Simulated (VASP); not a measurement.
Here is a VASP 6.6.1 calculation.

The input INCAR:

```
PREC = Accurate
ENCUT = 520
EDIFF = 1E-6
ISMEAR = -1
SIGMA = 0.05
LREAL = False
LASPH = True
NELM = 150
ALGO = Normal
ISIF = 2
LWAVE = False
LCHARG = False
ISPIN = 2
MAGMOM = 7 0
LORBIT = 11
LMAXMIX = 6
GGA = PE
NBANDS = 23
```

Contents of KPOINTS:

```
regular mesh
0
Gamma
  9 9 9
```

POSCAR

```
GdO
1.0
    0.0000000000      2.6448824935      2.6448824935
    2.6448824935      0.0000000000      2.6448824935
    2.6448824935      2.6448824935      0.0000000000
Gd O
1 1
Direct
    0.0000000000      0.0000000000      0.0000000000
    0.7500000000      0.7500000000      0.7500000000
```

Potentials or basis: VASP PAW PBE potentials, release 64 (Gd, O).

The run is started by

```sh
$ cat potpaw_PBE.64/Gd/POTCAR potpaw_PBE.64/O/POTCAR > POTCAR
$ mpirun -np 1 vasp_std > vasp.out
```

**Question.** Estimate the site moments.

**Answer.** Gd +6.88; O -0.02 μB.

**Question.** Estimate the pressure.

**Answer.** 6.0 GPa.

**Question.** Estimate the net moment.

**Answer.** 7.57 μB per cell.

Caveat: a cell with one magnetic atom can't hold antiferromagnetic order, which such compounds often take. The state reached can hang on the start; a lower one may exist.
